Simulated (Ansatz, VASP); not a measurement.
## Rh in VASP and in Ansatz

The input INCAR:

```
SYSTEM = Rh
ALGO = Fast ; EDIFF = 1E-7
ENCUT = 520 ; GGA = PS
ISIF = 2 ; ISMEAR = 0
LASPH = .TRUE. ; LCHARG = .FALSE.
LREAL = .FALSE. ; LWAVE = .FALSE.
NBANDS = 22 ; NELM = 100
PREC = Accurate ; SIGMA = 0.15
```

File KPOINTS:

```
k-points
0
G
  18 18 12
  0 0 0
```

The input POSCAR:

```
Rh
1.0
    2.8129084135      0.0000000000      0.0000000000
   -1.4064542067      2.4360501446      0.0000000000
    0.0000000000      0.0000000000      4.4949163350
Rh
2
Direct
    0.6666666667      0.3333333333      0.7500000000
    0.3333333333      0.6666666667      0.2500000000
```

Input for Ansatz:

```yaml
crystal:
  lattice:
    - [2.8129084135, 0.0, 0.0]
    - [-1.4064542067, 2.4360501446, 0.0]
    - [0.0, 0.0, 4.494916335]
  atoms:
    - { symbol: Rh, position: [0.6666666667, 0.3333333333, 0.75] }
    - { symbol: Rh, position: [0.3333333333, 0.6666666667, 0.25] }
basis:
  ecutwfc: 420
kpoints:
  mp_grid: { grid: [18, 18, 12] }
hamiltonian:
  xc: pbesol
scf:
  occupations: { method: gaussian, width: 0.15 }
output:
  forces: true
  stress: true
  eigenvalues: true
```

Change from the starting cell: strain +0.030 along x and y, +0.015 along z, atoms carried along.

Alike in both runs: task single point; functional PBEsol; k mesh 18 × 18 × 12; occupations gaussian, width 0.15 eV; no spin polarisation.

|  | VASP | Ansatz |
| --- | --- | --- |
| version | VASP 6.6.1 | Ansatz 0.2.0 |
| potentials or method | VASP PAW PBE potentials, release 64 (Rh_pv), cutoff 520 eV | scalar-relativistic, plane waves, PAW |
| valence electrons in the cell | 30 | 34 |

```csv
,VASP,Ansatz,Ansatz less VASP
gap on the k mesh at the Fermi level (eV),none,none,-
pressure (GPa),-26.8,-26.8,+0.02
"traceless stress, the component that is largest in VASP (GPa)",0.41,0.41,-0.005
```

VASP's potentials were made for PBE, not for PBEsol. A gap of «none» marks a metal or a gap that the smearing closes. VASP's potentials hold 30 valence electrons a cell and Ansatz's 34, so a difference there can come from the potentials and not from the codes.
